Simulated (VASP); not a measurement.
A run of VASP 6.6.1:

INCAR

```
PREC     = Accurate       # precision mode
ENCUT    = 520            # plane-wave cutoff, eV
EDIFF    = 1E-8           # SCF threshold, eV
ISMEAR   = 0              # smearing method
SIGMA    = 0.01           # smearing width, eV
LREAL    = False          # projectors in reciprocal space
LASPH    = True           # aspherical terms in the spheres
NELM     = 100            # most SCF steps
ALGO     = Normal         # electronic algorithm
ISIF     = 2              # what is computed and relaxed
LWAVE    = False          # write WAVECAR
LCHARG   = False          # write CHGCAR
GGA      = PS             # functional
LEPSILON = True           # dielectric tensor by DFPT
```

The input KPOINTS:

```
Automatic mesh
0
Gamma
  8 8 8
```

The input POSCAR:

```
CdSe
1.0
    0.0000000000      3.0702711986      3.0702711986
    3.0702711986      0.0000000000      3.0702711986
    3.0702711986      3.0702711986      0.0000000000
Cd Se
1 1
Direct
    0.0000000000      0.0000000000      0.0000000000
    0.2500000000      0.2500000000      0.2500000000
```

Potentials or basis: VASP PAW PBE potentials, release 64 (Cd, Se).

The run is started by

```sh
$ cat potpaw_PBE.64/Cd/POTCAR potpaw_PBE.64/Se/POTCAR > POTCAR
$ mpirun -np 1 vasp_std > vasp.out
```

Hardware: 1 thread of Intel Xeon 6975P-C, with other jobs on the host.

Task: Estimate the wall time of this run.

Result: Run time: 3.5 min on 1 thread of Intel Xeon 6975P-C, on a shared host, peak memory 0.35 GiB. Counts: scf iterations 124, k points 29.
